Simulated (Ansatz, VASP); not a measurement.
Two plane-wave programs on BP

```
B P
1.0
     0.00000    2.17824    2.35976
     2.17824    0.00000    2.35976
     2.17824    2.17824    0.00000
B P
1 1
Direct
  0.00000 0.00000 0.00000
  0.75000 0.75000 0.75000
```

Change from the starting cell: strain -0.040 along x and y, +0.040 along z, atoms carried along.

Alike in both runs: task single point; functional r2SCAN; k mesh 10 × 10 × 10; occupations gaussian, width 0.05 eV; no spin polarisation.

```csv
,VASP,Ansatz
version,VASP 6.6.1,Ansatz 0.2.0
potentials or method,"VASP PAW PBE potentials, release 64 (B, P), cutoff 520 eV","scalar-relativistic, plane waves, PAW"
valence electrons in the cell,8,8
```

|  | VASP | Ansatz | Ansatz less VASP |
| --- | --- | --- | --- |
| gap on the k mesh at the Fermi level (eV) | 0.74 | 0.71 | -0.027 |
| least direct gap on the mesh (eV) | 3.27 | 3.23 | -0.038 |
| pressure (GPa) | 7.0 | 7.5 | +0.55 |
| traceless stress, the component that is largest in VASP (GPa) | -17.73 | -17.66 | +0.079 |

VASP's potentials were made for PBE, not for r2SCAN. The functional is the same, so the differences come from potentials, cutoffs and numerics.
